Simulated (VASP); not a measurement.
# CdF2 (P-3m1) in VASP: a series of runs

Runs on CdF2. Level: r2SCAN. Tasks: single point.

Program: VASP 6.6.1. These are calculated values, not measurements. Logs are shortened: lines on timing, memory, paths and dates and some standing lists are left out, and cuts for length are marked.

## (1) The cell of the first run

The structure is trigonal, space group P-3m1 (No. 164). The conventional cell has a = 3.488 Å, b = 3.488 Å, c = 3.397 Å, α = 90.00°, β = 90.00°, γ = 120.00°. Cd (site symmetry -3m) has 6 F at 2.21 Å within 2.9 Å. F (site symmetry 3m) has 3 Cd at 2.21 Å and 6 F at 2.55 to 2.73 Å within 2.9 Å.

## (2) Single point, r2SCAN

Contents of POSCAR:

```
CdF2
1.0
    3.4880561284      0.0000000000      0.0000000000
   -1.7440280642      3.0207452170      0.0000000000
    0.0000000000      0.0000000000      3.3966833836
Cd F
1 2
Direct
    0.0000000000      0.0000000000      0.0000000000
    0.3333333333      0.6666666667      0.2704834819
    0.6666666667      0.3333333333      0.7295165181
```

Contents of INCAR.step1:

```
PREC = Accurate ; ENCUT = 770
ISMEAR = 0 ; SIGMA = 0.01
LREAL = F ; LASPH = T
NELM = 120 ; NBANDS = 24
GGA = PE ; ALGO = Normal
EDIFF = 1E-5 ; LWAVE = T
LCHARG = F ; GGA_COMPAT = F
```

Contents of INCAR.step2:

```
PREC = Accurate ; ENCUT = 770
EDIFF = 1E-6 ; ISMEAR = 0
SIGMA = 0.01 ; LREAL = F
LASPH = T ; NELM = 120
ALGO = Normal ; ISIF = 2
LWAVE = F ; LCHARG = F
METAGGA = R2SCAN ; LMIXTAU = T
NBANDS = 24 ; ISTART = 1
GGA_COMPAT = F
```

Contents of KPOINTS:

```
Automatic mesh
0
Gamma
  5 5 3
```

Potentials or basis: VASP PAW PBE potentials, release 64 (Cd_sv_GW, F).

The run is started by

```console
> cat potpaw_PBE.64/Cd_sv_GW/POTCAR potpaw_PBE.64/F/POTCAR > POTCAR
> cp INCAR.step1 INCAR
> mpirun -np 1 vasp_std > vasp.out
> cp INCAR.step2 INCAR
> mpirun -np 1 vasp_std > vasp.out
```

OUTCAR:

```text
PREC = Accurate
   ENCUT = 770
   EDIFF = 1E-6
   ISMEAR = 0
   LREAL = F
   LASPH = T
   NELM = 120
   ISIF = 2
   METAGGA = R2SCAN
   ISTART = 1

 ion  position               nearest neighbor table
   1  0.000  0.000  0.000-   2 2.21   3 2.21   2 2.21   3 2.21   3 2.21   2 2.21
   2  0.333  0.667  0.270-   1 2.21   1 2.21   1 2.21
   3  0.667  0.333  0.730-   1 2.21   1 2.21   1 2.21

  LATTYP: Found a hexagonal cell.
 ALAT       =     3.4880561284
 C/A-ratio  =     0.9738041071

  Lattice vectors:

 A1 = (   3.4880561284,   0.0000000000,   0.0000000000)
 A2 = (  -1.7440280642,   3.0207452170,   0.0000000000)
 A3 = (   0.0000000000,   0.0000000000,   3.3966833836)

Analysis of symmetry for initial positions (statically):
=====================================================================
 Subroutine PRICEL returns:
 Original cell was already a primitive cell.

 Routine SETGRP: Setting up the symmetry group for a
 hexagonal supercell.

 Subroutine GETGRP returns: Found 12 space group operations
 (whereof 12 operations were pure point group operations)
 out of a pool of 24 trial point group operations.

The static configuration has the point symmetry D_3d.

Analysis of symmetry for dynamics (positions and initial velocities):
=====================================================================
 Subroutine PRICEL returns:
 Original cell was already a primitive cell.

 Routine SETGRP: Setting up the symmetry group for a
 hexagonal supercell.

 Subroutine GETGRP returns: Found 12 space group operations
 (whereof 12 operations were pure point group operations)
 out of a pool of 24 trial point group operations.

The dynamic configuration has the point symmetry D_3d.

 Subroutine INISYM returns: Found 12 space group operations
 (whereof 12 operations are pure point group operations),
 and found     1 'primitive' translations

----------------------------------------------------------------------------------------

                                     Primitive cell

  volume of cell :      35.7893

  direct lattice vectors                    reciprocal lattice vectors
     3.488056128  0.000000000  0.000000000     0.286692634  0.165522070  0.000000000
    -1.744028064  3.020745217  0.000000000     0.000000000  0.331044139  0.000000000
     0.000000000  0.000000000  3.396683384     0.000000000  0.000000000  0.294404832

  length of vectors
     3.488056128  3.488056128  3.396683384     0.331044139  0.331044139  0.294404832

  position of ions in fractional coordinates (direct lattice)
     0.000000000  0.000000000  0.000000000
     0.333333333  0.666666667  0.270483482
     0.666666667  0.333333333  0.729516518

  ion indices of the primitive-cell ions
   primitive index   ion index
                 1           1
                 2           2
                 3           3

----------------------------------------------------------------------------------------

 KPOINTS: Automatic mesh

Automatic generation of k-mesh.
 Grid dimensions read from file:
 generate k-points for:    5    5    3

 Generating k-lattice:

  Cartesian coordinates                     Fractional coordinates (reciprocal lattice)
     0.057338527  0.033104414  0.000000000     0.200000000  0.000000000  0.000000000
     0.000000000  0.066208828  0.000000000     0.000000000  0.200000000  0.000000000
     0.000000000  0.000000000  0.098134944     0.000000000  0.000000000  0.333333333

  Length of vectors
     0.066208828  0.066208828  0.098134944

  Shift w.r.t. Gamma in fractional coordinates (k-lattice)
     0.000000000  0.000000000  0.000000000

 Subroutine IBZKPT returns following result:
 ===========================================

 Found     12 irreducible k-points:

 Following reciprocal coordinates:
            Coordinates               Weight
  0.000000  0.000000  0.000000      1.000000
  0.200000  0.000000  0.000000      6.000000
  0.400000 -0.000000  0.000000      6.000000
  0.200000  0.200000  0.000000      6.000000
  0.400000  0.200000  0.000000      6.000000
  0.000000  0.000000  0.333333      2.000000
  0.200000  0.000000  0.333333      6.000000
  0.000000  0.200000  0.333333      6.000000
  0.400000 -0.000000  0.333333      6.000000
  0.000000  0.400000  0.333333      6.000000
  0.200000  0.200000  0.333333     12.000000
  0.400000  0.200000  0.333333     12.000000
   k-points           NKPTS =     12   k-points in BZ     NKDIM =     12   number of bands    NBANDS=     24
   number of dos      NEDOS =    301   number of ions     NIONS =      3
   total plane-waves  NPLWV =  32768
   dimension x,y,z NGX =    32 NGY =   32 NGZ =   32
   dimension x,y,z NGXF=    64 NGYF=   64 NGZF=   64
   ions per type =               1   2
   NGX,Y,Z   is equivalent  to a cutoff of  15.25, 15.25, 15.66 a.u.
   NGXF,Y,Z  is equivalent  to a cutoff of  30.50, 30.50, 31.32 a.u.
 SYSTEM =  unknown system
   PREC   = accura    normal or accurate (medium, high low for compatibility)
   ISTART =      1    job   : 0-new  1-cont  2-samecut
   ICHARG =      0    charge: 1-file 2-atom 10-const
   ISPIN  =      1    spin polarized calculation?
   LNONCOLLINEAR =      F non collinear calculations
   LSORBIT =      F    spin-orbit coupling
   LASPH  =      T    aspherical Exc in radial PAW
   ENCUT  =  770.0 eV  56.59 Ry    7.52 a.u.   7.89  7.89  7.69*2*pi/ulx,y,z
   NELM   =    120;   NELMIN=  2; NELMDL=  0     # of ELM steps
   EDIFF  = 0.1E-05   stopping-criterion for ELM
   LREAL  =      F    real-space projection
   EDIFFG = 0.1E-04   stopping-criterion for IOM
   NSW    =      0    number of steps for IOM
   IBRION =     -1    ionic relax: 0-MD 1-quasi-New 2-CG
   NFREE  =      0    steps in history (QN), initial steepest desc. (CG)
   ISIF   =      2    stress and relaxation
   ISYM   =      2    0-nonsym 1-usesym 2-fastsym
   POTIM  = 0.5000    time-step for ionic-motion
   TEBEG  =    0.0;   TEEND  =   0.0 temperature during run
   PSTRESS=    0.0 pullay stress
   NELECT =      34.0000    total number of electrons
   NUPDOWN=      -1.0000    fix difference up-down
   EMIN   =  10.00;   EMAX   =-10.00  energy-range for DOS
   EFERMI =   0.00;   METHOD = LEGACY
   ISMEAR =     0;   SIGMA  =   0.01  broadening in eV -4-tet -1-fermi 0-gaus
   EFERMI_NEDOS =   21; number of points for ismear=-14 and -15
   IALGO  =     38    algorithm
   IMIX   =      4    mixing-type and parameters
     AMIX     =   0.40;   BMIX     =  1.00
     AMIX_MAG =   1.60;   BMIX_MAG =  1.00
  volume/ion in A,a.u.               =      11.93        80.51
  Fermi-wavevector in a.u.,A,eV,Ry     =   1.609349  3.041229 35.239151  2.590005
  Thomas-Fermi vector in A             =   2.705073
   LORBIT       =      0    0 simple, 1 ext, 2 COOP (PROOUT), +10 PAW based schemes
   METAGGA = R2SCAN    functional components
   LHFCALC =     F    Hartree Fock is set to
   AEXX    =    0.0000 exact exchange contribution
   IVDW    =     0    specifies the selected vdW correction
   LEPSILON=     F    determine dielectric tensor
   LRPA    =     F    only Hartree local field effects (RPA)
 non-spin polarized calculation
 Gauss-broadening in eV      SIGMA  =   0.01
  energy-cutoff  :      770.00
  volume of cell :       35.79
 maximum number of plane-waves:      1758
 NGX is ok and might be reduce to    32
   NGX = 15   NGY = 15   NGZ = 15

 number of electron      33.9999990 magnetization

 Free energy of the ion-electron system (eV)
  ---------------------------------------------------
  ext. energy  EPLUGINS =         0.00000000
  ---------------------------------------------------
  free energy    TOTEN  =       -33.26316216 eV

  energy without entropy =      -33.26316216  energy(sigma->0) =      -33.26316216

 E-fermi :   1.5564     XC(G=0): -11.8385

 val. band max:        1.1732341906   @ k =   0.4000  -0.0000   0.0000
 cond. band min:       4.5700377035   @ k =   0.0000   0.0000   0.0000
 fundamental gap:      3.3968035129
 Fermi energy:         1.5564085839

 k-point     1 :       0.0000    0.0000    0.0000
  band No.  band energies     occupation
      1    -100.2479      2.00000
      2     -60.5398      2.00000
      3     -60.4030      2.00000
      4     -60.4030      2.00000
      5     -21.3102      2.00000
      6     -20.0690      2.00000
[... 16 lines left out ...]
     23      23.5265      0.00000
     24      23.9387      0.00000

 k-point     2 :       0.2000    0.0000    0.0000
  band No.  band energies     occupation
      1    -100.2478      2.00000
      2     -60.5395      2.00000
      3     -60.4055      2.00000
      4     -60.4036      2.00000
      5     -21.1705      2.00000
      6     -20.1829      2.00000
[... 16 lines left out ...]
     23      21.4474      0.00000
     24      23.8746      0.00000

 k-point     3 :       0.4000   -0.0000    0.0000
  band No.  band energies     occupation
      1    -100.2476      2.00000
      2     -60.5391      2.00000
      3     -60.4096      2.00000
      4     -60.4046      2.00000
      5     -20.8680      2.00000
      6     -20.4349      2.00000
[... 16 lines left out ...]
     23      20.9480      0.00000
     24      22.9851      0.00000

 k-point     4 :       0.2000    0.2000    0.0000
  band No.  band energies     occupation
      1    -100.2476      2.00000
      2     -60.5392      2.00000
      3     -60.4081      2.00000
      4     -60.4051      2.00000
      5     -20.9502      2.00000
      6     -20.3618      2.00000
[... 16 lines left out ...]
     23      20.6480      0.00000
     24      23.4082      0.00000

 k-point     5 :       0.4000    0.2000    0.0000
  band No.  band energies     occupation
      1    -100.2476      2.00000
      2     -60.5390      2.00000
      3     -60.4094      2.00000
      4     -60.4064      2.00000
      5     -20.7265      2.00000
      6     -20.5550      2.00000
[... 16 lines left out ...]
     23      20.5478      0.00000
     24      22.9716      0.00000

 k-point     6 :       0.0000    0.0000    0.3333
  band No.  band energies     occupation
      1    -100.2477      2.00000
      2     -60.5442      2.00000
      3     -60.4027      2.00000
      4     -60.4027      2.00000
      5     -20.9891      2.00000
      6     -20.3643      2.00000
[... 16 lines left out ...]
     23      21.5274      0.00000
     24      21.5274      0.00000

 k-point     7 :       0.2000    0.0000    0.3333
  band No.  band energies     occupation
      1    -100.2476      2.00000
      2     -60.5438      2.00000
      3     -60.4052      2.00000
      4     -60.4033      2.00000
      5     -20.8981      2.00000
      6     -20.4127      2.00000
[... 16 lines left out ...]
     23      22.1752      0.00000
     24      23.5207      0.00000

 k-point     8 :       0.0000    0.2000    0.3333
  band No.  band energies     occupation
      1    -100.2476      2.00000
      2     -60.5438      2.00000
      3     -60.4052      2.00000
      4     -60.4033      2.00000
      5     -20.9138      2.00000
      6     -20.3943      2.00000
[... 16 lines left out ...]
     23      21.2403      0.00000
     24      23.8743      0.00000

 k-point     9 :       0.4000   -0.0000    0.3333
  band No.  band energies     occupation
      1    -100.2475      2.00000
      2     -60.5433      2.00000
      3     -60.4092      2.00000
      4     -60.4043      2.00000
      5     -20.7141      2.00000
      6     -20.5247      2.00000
[... 16 lines left out ...]
     23      22.4476      0.00000
     24      22.7552      0.00000

 k-point    10 :       0.0000    0.4000    0.3333
  band No.  band energies     occupation
      1    -100.2475      2.00000
      2     -60.5433      2.00000
      3     -60.4092      2.00000
      4     -60.4043      2.00000
      5     -20.7689      2.00000
      6     -20.4656      2.00000
[... 16 lines left out ...]
     23      21.8104      0.00000
     24      22.6274      0.00000

 k-point    11 :       0.2000    0.2000    0.3333
  band No.  band energies     occupation
      1    -100.2475      2.00000
      2     -60.5435      2.00000
      3     -60.4078      2.00000
      4     -60.4048      2.00000
      5     -20.7807      2.00000
      6     -20.4703      2.00000
[... 16 lines left out ...]
     23      21.0077      0.00000
     24      24.4741      0.00000

 k-point    12 :       0.4000    0.2000    0.3333
  band No.  band energies     occupation
      1    -100.2474      2.00000
      2     -60.5432      2.00000
      3     -60.4091      2.00000
      4     -60.4061      2.00000
      5     -20.6651      2.00000
      6     -20.5493      2.00000
[... 16 lines left out ...]
     23      20.2890      0.00000
     24      24.4635      0.00000

------------------------ aborting loop because EDIFF is reached ----------------------------------------

  FORCE on cell =-STRESS in cart. coord.  units (eV):
  Direction    XX          YY          ZZ          XY          YZ          ZX
  --------------------------------------------------------------------------------------
  -------------------------------------------------------------------------------------
  Total        2.1596268      2.1596268      2.1181507      0.0000000      0.0000000      0.0000000
  in kB       96.6800032     96.6800032     94.8232450      0.0000000      0.0000000      0.0000000
  external PRESSURE =      96.0610838 kB  Pullay stress =       0.0000000 kB

 VOLUME and BASIS-vectors are now :
 -----------------------------------------------------------------------------
  energy-cutoff  :      770.00
  volume of cell :       35.79
      direct lattice vectors                 reciprocal lattice vectors
     3.488056128  0.000000000  0.000000000     0.286692634  0.165522070  0.000000000
    -1.744028064  3.020745217  0.000000000     0.000000000  0.331044139  0.000000000
     0.000000000  0.000000000  3.396683384     0.000000000  0.000000000  0.294404832

 POSITION                                       TOTAL-FORCE (eV/Angst)
 -----------------------------------------------------------------------------------
      0.00000      0.00000      0.00000         0.000000      0.000000      0.000000
     -0.00000      2.01383      0.91875        -0.000000     -0.000000     -0.003261
      1.74403      1.00692      2.47794         0.000000      0.000000      0.003261
 -----------------------------------------------------------------------------------
    total drift:                                0.000000      0.000000      0.000000

  FREE ENERGIE OF THE ION-ELECTRON SYSTEM (eV)
  ---------------------------------------------------
  free  energy   TOTEN  =       -33.2631621642 eV

  energy  without entropy=      -33.2631621642  energy(sigma->0) =      -33.26316216
```

It took 56 s on 1 thread of Intel Xeon Platinum 8259CL at 2.50GHz (Skylake/Cascade Lake), shared host; peak memory 0.2 GiB.

Results:

```yaml
Free_energy: -33.2632 eV
Pressure: 9.6 GPa
Largest_force: 0.003 eV/Å
Band_gap_on_the_k_mesh: 3.40 eV (least direct gap 3.97 eV)
```

Forces on the atoms (eV/Å):
```
Cd   0.000  0.000  0.000
F    0.000  0.000 -0.003
F    0.000  0.000  0.003
```

Stress tensor (GPa, compression positive):
```
9.67 0.00 0.00
0.00 9.67 0.00
0.00 0.00 9.48
```

Caveat: the k points lie up to 0.62 Å⁻¹ apart; the PAW data sets were made with another functional, which shifts forces and pressure a little. A k mesh can miss the band edges.

## (3) Single point, r2SCAN

This run uses another cell than the first one, of 14.77 Å³/atom.

Contents of POSCAR:

```
CdF2
1.0
    3.5109418554      0.0000000000      0.0000000000
   -1.7554709277      3.0405648380      0.0000000000
    0.0000000000      0.0000000000      4.1507283235
Cd F
1 2
Direct
    0.0000000000      0.0000000000      0.0000000000
    0.3333333333      0.6666666667      0.2343585359
    0.6666666667      0.3333333333      0.7656414641
```

Contents of INCAR.step1:

```
SYSTEM = CdF2
  PREC = Accurate
  ENCUT = 770
  ISMEAR = 0
  SIGMA = 0.01
  LREAL = .False.
  LASPH = .True.
  NELM = 120
  NBANDS = 24
  GGA = PE
  ALGO = Normal
  EDIFF = 1E-5
  LWAVE = .True.
  LCHARG = .False.
  GGA_COMPAT = .False.
```

Contents of INCAR.step2:

```
SYSTEM = CdF2
  PREC = Accurate
  ENCUT = 770
  EDIFF = 1E-6
  ISMEAR = 0
  SIGMA = 0.01
  LREAL = .False.
  LASPH = .True.
  NELM = 120
  ALGO = Normal
  ISIF = 2
  LWAVE = .False.
  LCHARG = .False.
  METAGGA = R2SCAN
  LMIXTAU = .True.
  NBANDS = 24
  ISTART = 1
  GGA_COMPAT = .False.
```

Contents of KPOINTS:

```
Automatic mesh
0
Gamma
  5 5 3
  0 0 0
```

Potentials or basis: VASP PAW PBE potentials, release 64 (Cd_sv_GW, F).

The run is started by

```console
> cat potpaw_PBE.64/Cd_sv_GW/POTCAR potpaw_PBE.64/F/POTCAR > POTCAR
> cp INCAR.step1 INCAR
> mpirun -np 1 vasp_std > vasp.out
> cp INCAR.step2 INCAR
> mpirun -np 1 vasp_std > vasp.out
```

Run time: 98 s. Hardware: 1 thread of Intel Xeon Platinum 8488C (Sapphire Rapids), shared host; peak memory 0.22 GiB.

Results (log left out):

```yaml
Free_energy: -33.4550 eV
Pressure: -0.3 GPa
Largest_force: 0.004 eV/Å
Band_gap_on_the_k_mesh: 3.77 eV (least direct gap 3.91 eV)
```

Forces on the atoms (eV/Å):
```
Cd   0.000  0.000  0.000
F    0.000  0.000 -0.004
F    0.000  0.000  0.004
```

Stress tensor (GPa, compression positive):
```
-0.26  0.00  0.00
 0.00 -0.26  0.00
 0.00  0.00 -0.43
```

Levels at points of the mesh, in eV from the valence-band top:
| k point | band 14 | band 15 | band 16 | band 17 | band 18 | band 19 | band 20 | band 21 |
| --- | --- | --- | --- | --- | --- | --- | --- | --- |
| (0.00, 0.00, 0.00) | -1.32 | -0.57 | -0.14 | -0.14 | 3.77 | 10.46 | 15.61 | 15.93 |

Caveat: the k points lie up to 0.50 Å⁻¹ apart; the PAW data sets were made with another functional, which shifts forces and pressure a little. A k mesh can miss the band edges.
